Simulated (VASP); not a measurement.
A run of VASP 6.6.1:

Contents of INCAR:

```
SYSTEM = Na5H
PREC = Accurate ; ENCUT = 520
EDIFF = 1E-6 ; ISMEAR = 0
SIGMA = 0.1 ; LREAL = .False.
LASPH = .True. ; NELM = 60
ALGO = Normal ; ISIF = 2
LWAVE = .False. ; LCHARG = .False.
GGA = PE ; NBANDS = 27
```

File KPOINTS:

```
regular mesh
0
Gamma
  6 6 4
  0 0 0
```

File POSCAR:

```
Na5H
1.0
    5.3326335100      0.0000000000      0.0000000000
   -2.6663167500      4.6181960800      0.0000000000
    0.0000000000      0.0000000000      4.3340418400
Na H
5 1
Direct
    0.0000000000      0.5000000000      0.5000000000
    0.3333333300      0.6666666700      0.0000000000
    0.6666666700      0.3333333300      0.0000000000
    0.5000000000      0.0000000000      0.5000000000
    0.5000000000      0.5000000000      0.5000000000
    0.0000000000      0.0000000000      0.0000000000
```

Potentials or basis: VASP PAW PBE potentials, release 64 (Na_pv, H).

The run is started by

```sh
$ cat potpaw_PBE.64/Na_pv/POTCAR potpaw_PBE.64/H/POTCAR > POTCAR
$ mpirun -np 1 vasp_std > vasp.out
```

Hardware: 1 thread of AMD EPYC 7R43 64-Core Processor (Zen 3), with other jobs on the host.

Problem. Estimate the wall time of this run.

Solution. Run time: 61 s on 1 thread of AMD EPYC 7R43 64-Core Processor (Zen 3), with other jobs on the host, peak memory 0.19 GiB. Counts: scf iterations 13, k points 21.
